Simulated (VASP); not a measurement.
A run of VASP 6.6.1 is set up as follows.

File INCAR:

```
SYSTEM = Al15TeN15
PREC = Accurate
ENCUT = 520
EDIFF = 1E-7
ISMEAR = -1
SIGMA = 0.01
LREAL = Auto
LASPH = .True.
NELM = 120
ALGO = Normal
ISIF = 2
LWAVE = .False.
LCHARG = .False.
GGA = PE
IBRION = 2
NSW = 100
EDIFFG = -0.03
GGA_COMPAT = .False.
NELMIN = 4
ISYM = -1
```

Contents of KPOINTS:

```
explicit points
1
Reciprocal
  0.25000000   0.25000000   0.25000000 1
```

Contents of POSCAR:

```
Al15TeN15
1.0
    6.2595139100      0.0000000600      0.0000000000
   -3.1297570100      5.4208980300      0.0000000000
    0.0000000000      0.0000000000     10.0348065900
Al Te N
15 1 15
Direct
    0.3333333300      0.1666666700      0.2496176900
    0.3333333300      0.1666666700      0.7496176900
    0.1666666700      0.3333333300      0.9996176900
    0.3333333300      0.6666666700      0.2496176900
    0.1666666700      0.8333333300      0.4996176900
    0.3333333300      0.6666666700      0.7496176900
    0.1666666700      0.8333333300      0.9996176900
    0.8333333300      0.1666666700      0.2496176900
    0.6666666700      0.3333333300      0.4996176900
    0.8333333300      0.1666666700      0.7496176900
    0.6666666700      0.3333333300      0.9996176900
    0.8333333300      0.6666666700      0.2496176900
    0.6666666700      0.8333333300      0.4996176900
    0.8333333300      0.6666666700      0.7496176900
    0.6666666700      0.8333333300      0.9996176900
    0.3333333300      0.1666666700      0.4403823100
    0.1666666700      0.3333333300      0.1903823100
    0.3333333300      0.1666666700      0.9403823100
    0.1666666700      0.3333333300      0.6903823100
    0.3333333300      0.6666666700      0.4403823100
    0.1666666700      0.8333333300      0.1903823100
    0.3333333300      0.6666666700      0.9403823100
    0.1666666700      0.8333333300      0.6903823100
    0.8333333300      0.1666666700      0.4403823100
    0.6666666700      0.3333333300      0.1903823100
    0.8333333300      0.1666666700      0.9403823100
    0.6666666700      0.3333333300      0.6903823100
    0.8333333300      0.6666666700      0.4403823100
    0.6666666700      0.8333333300      0.1903823100
    0.8333333300      0.6666666700      0.9403823100
    0.6666666700      0.8333333300      0.6903823100
```

Potentials or basis: VASP PAW PBE potentials, release 64 (Al, Te, N).

Run with:

```bash
$ cat potpaw_PBE.64/Al/POTCAR potpaw_PBE.64/Te/POTCAR potpaw_PBE.64/N/POTCAR > POTCAR
$ mpirun -np 1 vasp_std > vasp.out
```

(1) Predict the band gap on the k mesh.

(2) What does it give for the energy gained by relaxing?

Results:

(1) 0.80 eV.

(2) 493.9 meV/atom.

Caveat: spin-orbit coupling is left out, which moves the levels of the heavy elements.
